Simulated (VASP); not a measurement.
**Ta: single point with PBEsol**

Ta:

```
Ta
1.0
    -1.56394    1.56394    1.56394
     1.56394   -1.56394    1.56394
     1.56394    1.56394   -1.56394
Ta
1
Direct
  0.00000 0.00000 0.00000
```

```yaml
Program: VASP 6.6.1
Task: single point
Functional: PBEsol
Potentials_or_basis: VASP PAW PBE potentials, release 64 (Ta_pv)
Cutoff: 520 eV
k_mesh: 22 × 22 × 22
Occupations: gaussian, width 0.05 eV
Spin: non-collinear spin, zero start, spin-orbit coupling
Starting_moments: "[[0.0, 0.0, 0.0]] μB"
```

```
Pressure                                              : 38.6 GPa
Net moment                                            : 0.00 μB per cell
Valence electrons inside the program's atomic spheres : Ta 9.30
```

Moments on the atoms (μB; x, y, z):
```
Ta  0.00 0.00 0.00
```

Wall time 3.6 min on 1 thread of Oxide Virtual Turin-like Processor, with other jobs on the host, peak memory 0.24 GiB.

Caveat: the cell stands under pressure; the PAW data sets were made with another functional, which shifts forces and pressure a little.
